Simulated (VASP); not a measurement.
Input of a VASP 6.6.1 run:

The input INCAR:

```
PREC = Accurate ; ENCUT = 600
EDIFF = 1E-6 ; ISMEAR = 0
SIGMA = 0.1 ; LREAL = False
LASPH = True ; NELM = 100
ALGO = Normal ; ISIF = 3
LWAVE = False ; LCHARG = False
GGA = PE ; IBRION = 2
NSW = 90 ; EDIFFG = -0.04
```

The input KPOINTS:

```
regular mesh
0
Gamma
  6 6 2
```

The input POSCAR:

```
AlB2Ru3
1.0
    3.0032016500      0.0000000000      0.0000000000
    0.0000000000      3.0032016500      0.0000000000
    0.0000000000      0.0000000000      9.5096791600
Al B Ru
1 2 3
Direct
    0.0000000000      0.0000000000      0.0000000000
    0.0000000000      0.0000000000      0.3334420000
    0.0000000000      0.0000000000      0.6665580000
    0.5000000000      0.5000000000      0.1787200000
    0.5000000000      0.5000000000      0.5000000000
    0.5000000000      0.5000000000      0.8212800000
```

Potentials or basis: VASP PAW PBE potentials, release 64 (Al, B, Ru_pv).

Run with:

```console
$ cat potpaw_PBE.64/Al/POTCAR potpaw_PBE.64/B/POTCAR potpaw_PBE.64/Ru_pv/POTCAR > POTCAR
$ mpirun -np 1 vasp_std > vasp.out
```

(1) What does it give for the relaxed volume?

(2) What does it give for the space group after relaxing (to 0.05 Å)?

(3) What does it give for the relaxed cell?

Results:

(1) 11.09 Å³/atom.

(2) P4/mmm (No. 123).

(3) a = 2.766 Å, b = 2.766 Å, c = 8.698 Å, α = 90.00°, β = 90.00°, γ = 90.00°.

Caveat: the volume moved by over 15 % at a fixed basis, so the end points are rough.
